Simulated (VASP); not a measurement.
Here is a VASP 6.6.1 calculation.

Contents of INCAR:

```
SYSTEM = Ge
ALGO = Normal ; EDIFF = 1E-7
ENCUT = 520 ; GGA = PS
ISIF = 2 ; ISMEAR = 0
LASPH = .TRUE. ; LCHARG = .FALSE.
LREAL = .FALSE. ; LWAVE = .FALSE.
NBANDS = 21 ; NELM = 100
PREC = Accurate ; SIGMA = 0.15
```

Contents of KPOINTS:

```
k-points
0
G
  20 20 20
  0 0 0
```

The input POSCAR:

```
Ge
1.0
   -2.4457652330      2.4457652330      1.3275420110
    2.4457652330     -2.4457652330      1.3275420110
    2.4457652330      2.4457652330     -1.3275420110
Ge
2
Direct
    0.2500000000      0.7500000000      0.5000000000
    0.5000000000      0.5000000000      0.0000000000
```

Potentials or basis: VASP PAW PBE potentials, release 64 (Ge_d).

The run is started by

```console
$ cat potpaw_PBE.64/Ge_d/POTCAR > POTCAR
$ mpirun -np 1 vasp_std > vasp.out
```

Question: Estimate the pressure.

Answer: 16.0 GPa.

Question: What does it give for the band gap on the k mesh?

Answer: Zero (bands 14 and 15 overlap by 6.30 eV).

Stress tensor (GPa, compression positive):
```
15.59  0.00  0.00
 0.00 15.59  0.00
 0.00  0.00 16.81
```

Caveat: the cell differs from its parent crystal (strain -0.050 along x and y, -0.050 along z); the cell stands under pressure; the PAW data sets were made with another functional, which shifts forces and pressure a little.
